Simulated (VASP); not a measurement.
A run of VASP 6.6.1 is set up as follows.

File INCAR:

```
SYSTEM = TiO2
  PREC = Accurate
  ENCUT = 520
  EDIFF = 1E-7
  ISMEAR = 0
  SIGMA = 0.05
  LREAL = .FALSE.
  LASPH = .TRUE.
  NELM = 100
  ALGO = Normal
  ISIF = 2
  LWAVE = .FALSE.
  LCHARG = .FALSE.
  GGA = PE
  NBANDS = 33
```

Contents of KPOINTS:

```
Automatic mesh
0
G
  6 6 10
  0 0 0
```

POSCAR

```
TiO2
1.0
    4.6433998178      0.0000000000      0.0000000000
    0.0000000000      4.6433998178      0.0000000000
    0.0000000000      0.0000000000      2.7268000000
Ti O
2 4
Direct
    0.0000000000      0.0000000000      0.0000000000
    0.5000000000      0.5000000000      0.5000000000
    0.3050970583      0.3050970583      0.0000000000
    0.1949029417      0.8050970583      0.5000000000
    0.6949029417      0.6949029417      0.0000000000
    0.8050970583      0.1949029417      0.5000000000
```

Potentials or basis: VASP PAW PBE potentials, release 64 (Ti_sv, O).

Launch:

```sh
$ cat potpaw_PBE.64/Ti_sv/POTCAR potpaw_PBE.64/O/POTCAR > POTCAR
$ mpirun -np 1 vasp_std > vasp.out
```

Predict the pressure.

29.2 GPa.

Predict the band gap on the k mesh.

2.19 eV, indirect (least direct gap 2.21 eV).

Forces on the atoms (eV/Å):
```
Ti   0.000  0.000  0.000
Ti   0.000  0.000  0.000
O   -0.638 -0.638  0.000
O    0.638 -0.638  0.000
O    0.638  0.638  0.000
O   -0.638  0.638  0.000
```

A k mesh can miss the band edges.
